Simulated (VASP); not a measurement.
Here is a VASP 6.6.1 calculation.

File INCAR:

```
  ALGO = Normal
  EDIFF = 1E-6
  ENCUT = 520
  GGA = PS
  ISIF = 2
  ISMEAR = 0
  LASPH = True
  LCHARG = False
  LREAL = False
  LWAVE = False
  NBANDS = 26
  NELM = 80
  PREC = Accurate
  SIGMA = 0.05
```

The input KPOINTS:

```
k-points
0
Gamma
  6 6 6
```

File POSCAR:

```
MgO
1.0
    4.2703000000      0.0000000000      0.0000000000
    0.0000000000     -4.2703000000      0.0000000000
    0.0000000000      0.0000000000     -4.2703000000
Mg O
4 4
Direct
    0.0099352286      0.4900647714      0.5000000000
    0.5000000000      0.0000000000      0.5000000000
    0.5000000000      0.5000000000      0.0000000000
    0.0000000000      0.0000000000      0.0000000000
    0.5000000000      0.0000000000      0.0000000000
    0.0000000000      0.5000000000      0.0000000000
    0.0000000000      0.0000000000      0.5000000000
    0.5000000000      0.5000000000      0.5000000000
```

Potentials or basis: VASP PAW PBE potentials, release 64 (Mg, O).

Run with:

```sh
$ cat potpaw_PBE.64/Mg/POTCAR potpaw_PBE.64/O/POTCAR > POTCAR
$ mpirun -np 1 vasp_std > vasp.out
```

Question: What does it give for the band gap on the k mesh?

Answer: 4.25 eV.

Question: Estimate the pressure.

Answer: -6.3 GPa.

Question: Estimate the largest force.

Answer: 0.509 eV/Å.

Forces on the atoms (eV/Å):
```
Mg  -0.360 -0.360  0.000
Mg   0.100  0.100  0.000
Mg   0.100 -0.029  0.000
Mg  -0.029  0.100  0.000
O   -0.012 -0.012  0.000
O    0.063  0.063  0.000
O    0.062  0.076  0.000
O    0.076  0.062  0.000
```

Caveat: the cell differs from its parent crystal (atom 1 (Mg) moved +0.060 Å along Cartesian [1 1 0]); the PAW data sets were made with another functional, which shifts forces and pressure a little.
